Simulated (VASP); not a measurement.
InSb:

```xyz
2
Lattice="0.0000 3.3779 3.1719 3.3779 0.0000 3.1719 3.3779 3.3779 0.0000" Properties=species:S:1:pos:R:3 pbc="T T T"
In    0.0000    0.0000    0.0000
Sb    1.6889    1.6889    1.5859
```

This cell differs from its parent crystal: epitaxial xy strain +3.0%.

Base run:

```yaml
Program: VASP 6.6.1
Functional: PBE
Potentials_or_basis: VASP PAW PBE potentials, release 64 (In_d, Sb)
Cutoff: 500 eV
k_mesh: 6 × 6 × 6
Occupations: fermi-dirac, width 0.02 eV
Spin: no spin polarisation
```

Its results: band gap on the k mesh 0.27 eV, direct; pressure 0.3 GPa.

**Question.** The run is repeated on the same cell with these changes: functional from PBE to r2SCAN; cutoff from 500 eV to 550 eV. What comes out?

**Answer.** Band gap on the k mesh 0.28 eV, direct; pressure -1.1 GPa.

Caveats: spin-orbit coupling is left out, which moves the levels of the heavy elements; the PAW data sets were made with another functional, which shifts forces and pressure a little (some runs).

A k mesh can miss the band edges.
